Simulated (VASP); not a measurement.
Here is a VASP 6.6.1 calculation.

The input INCAR:

```
SYSTEM = C
PREC = Accurate ; ENCUT = 520
EDIFF = 1E-6 ; ISMEAR = 0
SIGMA = 0.15 ; LREAL = .False.
LASPH = .True. ; NELM = 80
ALGO = Normal ; ISIF = 2
LWAVE = .False. ; LCHARG = .False.
GGA = PE ; IVDW = 12
NBANDS = 36
```

The input KPOINTS:

```
regular mesh
0
Gamma
  18 18 2
  0 0 0
```

POSCAR

```
C
1.0
    2.4648840281      0.0000000000      0.0154055252
   -1.2324420141      2.1346521857     -0.0077027626
    0.1287880923      0.0000000000     20.6060947640
C
12
Direct
    0.6666666667      0.3333333333      0.9519899901
    0.6666666667      0.3333333333      0.4520101828
    0.6666666667      0.3333333333      0.7793231472
    0.6666666667      0.3333333333      0.2793433400
    0.0000000000      0.0000000000      0.6156666650
    0.3333333333      0.6666666667      0.2793231472
    0.0000000000      0.0000000000      0.1156666650
    0.6666666667      0.3333333333      0.6156666650
    0.3333333333      0.6666666667      0.7793433400
    0.3333333333      0.6666666667      0.1156666650
    0.3333333333      0.6666666667      0.4519899901
    0.3333333333      0.6666666667      0.9520101828
```

Potentials or basis: VASP PAW PBE potentials, release 64 (C).

Run with:

```sh
$ cat potpaw_PBE.64/C/POTCAR > POTCAR
$ mpirun -np 1 vasp_std > vasp.out
```

Q: Predict the pressure.

A: 0.4 GPa.

Q: Estimate the dispersion energy per atom.

A: -0.152 eV.

Stress tensor (GPa, compression positive):
```
 0.68  0.00  0.00
 0.00  0.69  0.00
 0.00  0.00 -0.08
```

Caveat: the cell differs from its parent crystal (strain +0.0125 x Voigt [0, 0, 0, 0, 1, 0]).
